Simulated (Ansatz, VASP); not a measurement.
CO2: VASP beside Ansatz

```
C O
1.0
     6.05774    0.00000    0.00000
     0.00000    6.05774    0.00000
     0.00000    0.00000    6.23947
C O
4 8
Direct
  0.00000 0.00000 0.00000
  0.50000 0.00000 0.50000
  0.50000 0.50000 0.00000
  0.00000 0.50000 0.50000
  0.11148 0.11148 0.11148
  0.38852 0.88852 0.61148
  0.61148 0.38852 0.88852
  0.88852 0.61148 0.38852
  0.88852 0.88852 0.88852
  0.61148 0.11148 0.38852
  0.38852 0.61148 0.11148
  0.11148 0.38852 0.61148
```

Change from the starting cell: engineering shear strain xz +0.0000, normal strain along z +0.0300.

Alike in both runs: task single point; functional PBE; k mesh 4 × 4 × 4; occupations gaussian, width 0.05 eV; no spin polarisation.

|  | VASP | Ansatz |
| --- | --- | --- |
| version | VASP 6.6.1 | Ansatz 0.2.0 |
| potentials or method | VASP PAW PBE potentials, release 64 (C, O), cutoff 520 eV | scalar-relativistic, plane waves, PAW |
| valence electrons in the cell | 64 | 64 |

Ansatz gave:

| Quantity | Value |
| --- | --- |
| gap on the k mesh at the Fermi level (eV) | 6.52 |
| least direct gap on the mesh (eV) | 6.52 |
| pressure (GPa) | -2.6 |
| traceless stress, the component that is largest in VASP (GPa) | -0.16 |
| rms of the force components (eV/Å) | 0.542 |

Q: What did VASP give for the same quantities?

A: gap on the k mesh at the Fermi level (eV): 6.51; least direct gap on the mesh (eV): 6.51; pressure (GPa): -1.5; traceless stress, the component that is largest in VASP (GPa): -0.11; rms of the force components (eV/Å): 0.266.

Atom by atom the forces differ by 0.276 eV/Å (rms over components). One of these differences is far larger than is usual between the two programs; its cause wasn't traced.

Noted on VASP's run: the standard files for N, O and F lose accuracy on very short bonds.
